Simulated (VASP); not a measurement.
Here is a VASP 6.6.1 calculation.

File INCAR:

```
ALGO = Normal
EDIFF = 1E-6
ENCUT = 520
GGA = PE
ISIF = 2
ISMEAR = 0
LASPH = T
LCHARG = F
LREAL = F
LWAVE = F
NBANDS = 32
NELM = 60
PREC = Accurate
SIGMA = 0.1
```

File KPOINTS:

```
k-points
0
Gamma
  12 12 6
```

Contents of POSCAR:

```
NbPdSe4
1.0
    4.7514312650      0.0000000000      0.0000000000
   -2.3757156325      4.1148601798      0.0000000000
    0.0000000000      0.0000000000      5.8843446390
Nb Pd Se
1 1 4
Direct
    0.0000000000      0.0000000000      0.0000000000
    0.0000000000      0.0000000000      0.5000000000
    0.3333333333      0.6666666667      0.7768971434
    0.3333333333      0.6666666667      0.2231028566
    0.6666666667      0.3333333333      0.7768971434
    0.6666666667      0.3333333333      0.2231028566
```

Potentials or basis: VASP PAW PBE potentials, release 64 (Nb_sv, Pd, Se).

Launch:

```sh
$ cat potpaw_PBE.64/Nb_sv/POTCAR potpaw_PBE.64/Pd/POTCAR potpaw_PBE.64/Se/POTCAR > POTCAR
$ mpirun -np 1 vasp_std > vasp.out
```

(1) Predict the pressure.

(2) What does it give for the largest force?

## Answers

(1) 0.0 GPa.

(2) 0.009 eV/Å.
